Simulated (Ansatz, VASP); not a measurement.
Hf2N in VASP and in Ansatz

The input INCAR:

```
  ALGO = Normal
  EDIFF = 1E-6
  ENCUT = 520
  ISIF = 2
  ISMEAR = 0
  LASPH = T
  LCHARG = T
  LELF = T
  LREAL = F
  LVHAR = T
  LWAVE = F
  NBANDS = 34
  NELM = 100
  PREC = Accurate
  SIGMA = 0.15
```

File KPOINTS:

```
k-points
0
Gamma
  8 8 12
```

POSCAR

```
Hf2N
1.0
    5.6198096911      0.0000000000      0.0000000000
    0.0000000000      5.2521585898      0.0000000000
    0.0000000000      0.0000000000      3.2005839592
Hf N
4 2
Direct
    0.2816036895      0.3092031779      0.0000000000
    0.7183963105      0.6907968221      0.0000000000
    0.7816036895      0.1907968221      0.5000000000
    0.2183963105      0.8092031779      0.5000000000
    0.0000000000      0.0000000000      0.0000000000
    0.5000000000      0.5000000000      0.5000000000
```

Input for Ansatz:

```yaml
crystal:
  lattice:
    - [5.6198096911, 0.0, 0.0]
    - [0.0, 5.2521585898, 0.0]
    - [0.0, 0.0, 3.2005839592]
  atoms:
    - { symbol: Hf, position: [0.2816036895, 0.3092031779, 0.0] }
    - { symbol: Hf, position: [0.7183963105, 0.6907968221, 0.0] }
    - { symbol: Hf, position: [0.7816036895, 0.1907968221, 0.5] }
    - { symbol: Hf, position: [0.2183963105, 0.8092031779, 0.5] }
    - { symbol: "N", position: [0.0, 0.0, 0.0] }
    - { symbol: "N", position: [0.5, 0.5, 0.5] }
basis:
  ecutwfc: 520.0
kpoints:
  mp_grid: { grid: [8, 8, 12] }
hamiltonian:
  xc: lda
  pseudopotentials: { kind: paw, azcp: { folder: soft_1 } }
scf:
  occupations: { method: gaussian, width: 0.15 }
output:
  forces: true
  stress: true
  eigenvalues: true
```

Change from the starting cell: mode 4 frozen in at -0.102 Å, normal strain along x +0.0700.

Alike in both runs: task single point; functional LDA; k mesh 8 × 8 × 12; occupations gaussian, width 0.15 eV; no spin polarisation.

|  | VASP | Ansatz |
| --- | --- | --- |
| version | VASP 6.6.1 | Ansatz 0.2.0 |
| potentials or method | VASP PAW LDA potentials, release 64 (Hf_pv, N), cutoff 520 eV | scalar-relativistic, plane waves, PAW |
| valence electrons in the cell | 50 | 114 |

```csv
,VASP,Ansatz,Ansatz less VASP
gap on the k mesh at the Fermi level (eV),none,none,-
pressure (GPa),-12.7,-12.3,+0.35
"traceless stress, the component that is largest in VASP (GPa)",-10.16,-10.13,+0.025
rms of the force components (eV/Å),0.188,0.184,-0.0040
```

Ansatz warns that its potentials were made for another functional, while VASP's fit it. LDA's correlation is that of Perdew and Zunger in VASP and of Perdew and Wang (1992) in Ansatz. Atom by atom the forces differ by 0.004 eV/Å (rms over components). A gap of «none» marks a metal or a gap that the smearing closes. VASP's potentials hold 50 valence electrons a cell and Ansatz's 114, so a difference there can come from the potentials and not from the codes.

Neither program's run includes spin-orbit coupling.
